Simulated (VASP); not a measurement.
# AlNi (P4/mmm) in VASP: notebook, part 2 of 2

VASP 6.6.1. Earlier steps stand in the parts before.

### Step 3. Single point, PBEsol (strain -0.030 along x and y, +0.015 along z)

The input, INCAR:

```
PREC = Accurate
ENCUT = 520
EDIFF = 1E-6
ISMEAR = 0
SIGMA = 0.15
LREAL = False
LASPH = True
NELM = 80
ALGO = Fast
ISIF = 2
LWAVE = False
LCHARG = False
GGA = PS
NBANDS = 14
```

The input, KPOINTS:

```
Automatic mesh
0
Gamma
  20 20 20
```

The input, POSCAR:

```
AlNi
1.0
    1.9606882445     -1.9607092947      0.0000000000
    1.9606882445      1.9607092947      0.0000000000
    0.0000000000      0.0000000000      2.9124499431
Al Ni
1 1
Direct
    0.0000000000      0.0000000000      0.0000000000
    0.5000000000      0.5000000000      0.5000000000
```

Potentials or basis: VASP PAW PBE potentials, release 64 (Al, Ni).

Started as:

```bash
> cat potpaw_PBE.64/Al/POTCAR potpaw_PBE.64/Ni/POTCAR > POTCAR
> mpirun -np 1 vasp_std > vasp.out
```

OUTCAR:

```text
PREC = Accurate
   ENCUT = 520
   EDIFF = 1E-6
   ISMEAR = 0
   LREAL = False
   LASPH = True
   NELM = 80
   ISIF = 2
   GGA = PS

 ion  position               nearest neighbor table
   1  0.000  0.000  0.000-   2 2.44   2 2.44   2 2.44   2 2.44   2 2.44   2 2.44   2 2.44   2 2.44

   2  0.500  0.500  0.500-   1 2.44   1 2.44   1 2.44   1 2.44   1 2.44   1 2.44   1 2.44   1 2.44

  LATTYP: Found a base centered orthorhombic cell.
 ALAT       =     3.9213764890
 B/A-ratio  =     1.0000107361
 C/A-ratio  =     0.7427111248

  Lattice vectors:

 A1 = (   1.9606882445,  -1.9607092947,   0.0000000000)
 A2 = (   1.9606882445,   1.9607092947,   0.0000000000)
 A3 = (   0.0000000000,   0.0000000000,   2.9124499431)

Analysis of symmetry for initial positions (statically):
=====================================================================
 Subroutine PRICEL returns:
 Original cell was already a primitive cell.

 Routine SETGRP: Setting up the symmetry group for a
 base centered orthorhombic supercell.

 Subroutine GETGRP returns: Found  8 space group operations
 (whereof  8 operations were pure point group operations)
 out of a pool of  8 trial point group operations.

The static configuration has the point symmetry D_2h.

Analysis of symmetry for dynamics (positions and initial velocities):
=====================================================================
 Subroutine PRICEL returns:
 Original cell was already a primitive cell.

 Routine SETGRP: Setting up the symmetry group for a
 base centered orthorhombic supercell.

 Subroutine GETGRP returns: Found  8 space group operations
 (whereof  8 operations were pure point group operations)
 out of a pool of  8 trial point group operations.

The dynamic configuration has the point symmetry D_2h.

 Subroutine INISYM returns: Found  8 space group operations
 (whereof  8 operations are pure point group operations),
 and found     1 'primitive' translations

----------------------------------------------------------------------------------------
[... 119 lines left out ...]
   LHFCALC =     F    Hartree Fock is set to
   AEXX    =    0.0000 exact exchange contribution
   IVDW    =     0    specifies the selected vdW correction
   LEPSILON=     F    determine dielectric tensor
   LRPA    =     F    only Hartree local field effects (RPA)
 non-spin polarized calculation
 RMM-DIIS sequential band-by-band and
 Gauss-broadening in eV      SIGMA  =   0.15
  energy-cutoff  :      520.00
  volume of cell :       22.39
 maximum number of plane-waves:       627
 NGX is ok and might be reduce to    24
   NGX = 11   NGY = 11   NGZ = 11

 number of electron      13.0000002 magnetization

 Free energy of the ion-electron system (eV)
  ---------------------------------------------------
  ext. energy  EPLUGINS =         0.00000000
  ---------------------------------------------------
  free energy    TOTEN  =       -11.55261723 eV

  energy without entropy =      -11.54365683  energy(sigma->0) =      -11.54813703

 E-fermi :  10.7897     XC(G=0): -12.4888

 val. band max:       10.7867143437   @ k =  -0.4000   0.3000   0.1500
 cond. band min:      10.7948835862   @ k =   0.3500   0.0500   0.3000
 fundamental gap:      0.0081692426
 Fermi energy:        10.7897027572

 k-point     1 :       0.0000    0.0000    0.0000
  band No.  band energies     occupation
      1      -0.8342      2.00000
      2       7.1889      2.00000
      3       7.2410      2.00000
      4       9.0623      2.00000
      5       9.0624      2.00000
      6       9.2055      2.00000
      7      15.3825      0.00000
      8      17.1945      0.00000
      9      17.1946      0.00000
     10      18.8498      0.00000
     11      19.3458      0.00000
     12      25.8319      0.00000
     13      32.1117      0.00000
     14      32.1130      0.00000
[... 377 lines left out ...]
      1       1.5705      2.00000
      2       6.0832      2.00000
      3       7.6575      2.00000
      4       8.3035      2.00000
      5       8.5613      2.00000
      6       9.1287      2.00000
      7      10.7178      1.50236
      8      18.2976      0.00000
      9      18.5422      0.00000
     10      20.0459      0.00000
     11      23.9950      0.00000
     12      24.4097      0.00000
     13      25.0479      0.00000
     14      27.5762      0.00000

 [... further k-points ...]
[... 5 lines left out ...]
  --------------------------------------------------------------------------------------
  -------------------------------------------------------------------------------------
  Total        1.4325873      1.4321787      0.9171945      0.0000000      0.0000000      0.0000000
  in kB      102.4994355    102.4701954     65.6238652      0.0000000      0.0000000      0.0000000
  external PRESSURE =      90.1978320 kB  Pullay stress =       0.0000000 kB

 VOLUME and BASIS-vectors are now :
 -----------------------------------------------------------------------------
  energy-cutoff  :      520.00
  volume of cell :       22.39
      direct lattice vectors                 reciprocal lattice vectors
     1.960688245 -1.960709295  0.000000000     0.255012494 -0.255009757  0.000000000
     1.960688245  1.960709295  0.000000000     0.255012494  0.255009757  0.000000000
     0.000000000  0.000000000  2.912449943     0.000000000  0.000000000  0.343353541

 POSITION                                       TOTAL-FORCE (eV/Angst)
 -----------------------------------------------------------------------------------
      0.00000      0.00000      0.00000         0.000000     -0.000000      0.000000
      1.96069      0.00000      1.45622         0.000000      0.000000      0.000000
 -----------------------------------------------------------------------------------
    total drift:                                0.000000     -0.000000     -0.000000

  FREE ENERGIE OF THE ION-ELECTRON SYSTEM (eV)
  ---------------------------------------------------
  free  energy   TOTEN  =       -11.5526172283 eV

  energy  without entropy=      -11.5436568275  energy(sigma->0) =      -11.54813703
```

OSZICAR:

```text
N       E                     dE             d eps       ncg     rms          rms(c)
DAV:   1     0.401623431405E+02    0.40162E+02   -0.54108E+03 34826   0.990E+02
DAV:   2    -0.114908733639E+02   -0.51653E+02   -0.46709E+02 36828   0.183E+02
DAV:   3    -0.132393905091E+02   -0.17485E+01   -0.17311E+01 43296   0.370E+01
DAV:   4    -0.132622024973E+02   -0.22812E-01   -0.22806E-01 40626   0.386E+00
DAV:   5    -0.132628575558E+02   -0.65506E-03   -0.65505E-03 44032   0.713E-01    0.133E+01
RMM:   6    -0.150826537838E+02   -0.18198E+01   -0.15117E+01 41894   0.487E+01    0.168E+01
RMM:   7    -0.115701112751E+02    0.35125E+01   -0.40969E+00 38614   0.248E+01    0.135E+00
RMM:   8    -0.115639438974E+02    0.61674E-02   -0.82083E-02 36960   0.288E+00    0.754E-01
RMM:   9    -0.115566173675E+02    0.73265E-02   -0.28728E-02 39277   0.115E+00    0.571E-01
RMM:  10    -0.115526421582E+02    0.39752E-02   -0.85245E-03 42142   0.117E+00    0.166E-01
RMM:  11    -0.115527617409E+02   -0.11958E-03   -0.95304E-04 46827   0.359E-01    0.127E-01
RMM:  12    -0.115526068973E+02    0.15484E-03   -0.31611E-04 47435   0.188E-01    0.269E-02
RMM:  13    -0.115526155918E+02   -0.86945E-05   -0.95546E-05 47535   0.656E-02    0.800E-03
RMM:  14    -0.115526170300E+02   -0.14382E-05   -0.15711E-05 45932   0.285E-02    0.855E-03
RMM:  15    -0.115526172283E+02   -0.19825E-06   -0.15273E-06 25752   0.959E-03
   1 F= -.11552617E+02 E0= -.11548137E+02  d E =-.896040E-02
```

Wall time 3.6 min (1 thread of AMD EPYC 9R45 (Zen 5), shared host); peak memory 0.45 GiB.

Results:

```yaml
Free_energy: -11.5526 eV
Pressure: 9.0 GPa
Band_gap_on_the_k_mesh: zero (an odd number of electrons rules out a gap without spin polarisation)
```

Caveat: the cell differs from its parent crystal (strain -0.030 along x and y, +0.015 along z); the cell stands under pressure; the PAW data sets were made with another functional, which shifts forces and pressure a little. Spin polarisation is off, so any magnetic state and its effect on volume and gap are missing.

### Step 4. Single point, PBEsol (strain -0.015 along x and y, -0.015 along z)

The input, INCAR:

```
SYSTEM = AlNi
PREC = Accurate
ENCUT = 520
EDIFF = 1E-6
ISMEAR = 0
SIGMA = 0.15
LREAL = .FALSE.
LASPH = .TRUE.
NELM = 80
ALGO = Fast
ISIF = 2
LWAVE = .FALSE.
LCHARG = .TRUE.
GGA = PS
LELF = .TRUE.
LVHAR = .TRUE.
NBANDS = 14
```

The input, KPOINTS:

```
Automatic mesh
0
G
  20 20 20
  0 0 0
```

The input, POSCAR:

```
AlNi
1.0
    1.9910081658     -1.9910295415      0.0000000000
    1.9910081658      1.9910295415      0.0000000000
    0.0000000000      0.0000000000      2.8263676787
Al Ni
1 1
Direct
    0.0000000000      0.0000000000      0.0000000000
    0.5000000000      0.5000000000      0.5000000000
```

Started as:

```bash
> cat potpaw_PBE.64/Al/POTCAR potpaw_PBE.64/Ni/POTCAR > POTCAR
> mpirun -np 1 vasp_std > vasp.out
```

Run time: 5.8 min. Hardware: 1 thread of Intel Xeon 8259CL, shared host; peak memory 0.49 GiB.

The run converged. Its results:

| Quantity | Value |
| --- | --- |
| Free energy | -11.5624 eV |
| Pressure | 8.9 GPa |
| Band gap on the k mesh | zero (an odd number of electrons rules out a gap without spin polarisation) |

Stress tensor (GPa, compression positive):
```
8.97 0.00 0.00
0.00 8.97 0.00
0.00 0.00 8.63
```

Levels at points of the mesh, in eV from the Fermi level:
```tsv
k point	band 3	band 4	band 5	band 6	band 7	band 8	band 9	band 10	band 11	band 12
(0.00, 0.00, 0.00)	-3.56	-1.68	-1.68	-1.67	5.69	5.83	5.83	8.35	8.38	14.93
(0.50, 0.00, 0.00)	-3.03	-2.46	-2.44	-1.58	-0.67	8.37	10.23	10.37	11.50	11.62
(0.50, 0.50, 0.00)	-3.04	-3.04	-2.28	-2.28	-1.09	1.61	2.85	12.96	15.60	15.60
(0.00, 0.00, 0.50)	-3.04	-2.44	-2.44	-1.57	-0.70	8.37	10.35	10.35	11.57	11.57
(0.50, 0.00, 0.50)	-3.07	-3.06	-2.27	-2.26	-1.10	1.57	2.81	13.06	15.66	15.70
(0.50, 0.50, 0.50)	-4.43	-1.07	-1.06	1.92	1.93	1.93	4.32	4.76	4.76	4.80
```

Caveat: the cell differs from its parent crystal (strain -0.015 along x and y, -0.015 along z); the cell stands under pressure; the PAW data sets were made with another functional, which shifts forces and pressure a little.

### Step 5. Single point, PBEsol (strain -0.030 along x and y, +0.030 along z)

The input, INCAR:

```
SYSTEM = AlNi
ALGO     = Fast           ! electronic algorithm
EDIFF    = 1E-7           ! SCF threshold, eV
ENCUT    = 520            ! plane-wave cutoff, eV
GGA      = PS             ! functional
ISIF     = 2              ! what is computed and relaxed
ISMEAR   = 0              ! smearing method
LASPH    = .True.         ! aspherical terms in the spheres
LCHARG   = .False.        ! write CHGCAR
LREAL    = .False.        ! projectors in reciprocal space
LWAVE    = .False.        ! write WAVECAR
NBANDS   = 14             ! bands
NELM     = 100            ! most SCF steps
PREC     = Accurate       ! precision mode
SIGMA    = 0.15           ! smearing width, eV
```

The input, KPOINTS:

```
k-points
0
Gamma
  20 20 20
  0 0 0
```

The input, POSCAR:

```
AlNi
1.0
    1.9606882445     -1.9607092947      0.0000000000
    1.9606882445      1.9607092947      0.0000000000
    0.0000000000      0.0000000000      2.9554910752
Al Ni
1 1
Direct
    0.0000000000      0.0000000000      0.0000000000
    0.5000000000      0.5000000000      0.5000000000
```

Started as:

```bash
> cat potpaw_PBE.64/Al/POTCAR potpaw_PBE.64/Ni/POTCAR > POTCAR
> mpirun -np 1 vasp_std > vasp.out
```

Wall time 4.7 min (1 thread of Intel Xeon 8259CL, shared host); peak memory 0.49 GiB.

Results (log left out):

| Property | Result |
| --- | --- |
| Free energy | -11.5627 eV |
| Pressure | 6.1 GPa |
| Band gap on the k mesh | zero (an odd number of electrons rules out a gap without spin polarisation) |

Stress tensor (GPa, compression positive):
```
7.57 0.00 0.00
0.00 7.56 0.00
0.00 0.00 3.11
```

Levels at points of the mesh, in eV from the Fermi level:
```tsv
k point	band 5	band 6	band 7	band 8	band 9	band 10
(0.00, 0.00, 0.00)	-1.71	-1.53	4.20	6.52	6.52	7.88
(0.50, 0.00, 0.00)	-2.28	-1.59	-0.51	8.24	8.92	10.42
(0.50, 0.50, 0.00)	-2.42	-2.42	-0.98	1.96	3.15	11.85
(0.00, 0.00, 0.50)	-2.29	-1.46	-1.01	8.38	10.83	10.83
(0.50, 0.00, 0.50)	-2.16	-2.11	-1.17	1.40	2.54	13.45
(0.50, 0.50, 0.50)	-0.96	1.85	2.01	2.01	4.20	4.46
```

Caveat: the cell differs from its parent crystal (strain -0.030 along x and y, +0.030 along z); the cell stands under pressure; the PAW data sets were made with another functional, which shifts forces and pressure a little. Spin polarisation is off, so any magnetic state and its effect on volume and gap are missing.

### Step 6. Overview

```csv
cell,further INCAR settings,gap on the mesh (eV),pressure (GPa)
"a = 2.816, b = 2.816, c = 2.783 Å, 2 atoms",ALGO = Fast; EDIFF = 1e-06; NBANDS = 14,none,12.2
"a = 2.773, b = 2.773, c = 2.912 Å, 2 atoms",ALGO = Fast; EDIFF = 1e-06; NBANDS = 14,none,9.0
"a = 2.816, b = 2.816, c = 2.826 Å, 2 atoms",ALGO = Fast; EDIFF = 1e-06; NBANDS = 14,none,8.9
"a = 2.773, b = 2.773, c = 2.955 Å, 2 atoms",ALGO = Fast; EDIFF = 1e-07; NBANDS = 14,none,6.1
```

Alike in all rows: task single point; level PBEsol; potentials or basis VASP PAW PBE potentials, release 64 (Al, Ni); no spin polarisation; k mesh 20 × 20 × 20; cutoff (eV) 520; smearing gaussian 0.15 eV.

Caveats: the cell stands under pressure; the PAW data sets were made with another functional, which shifts forces and pressure a little.

Absolute energies hang on the potentials; compare differences alone.
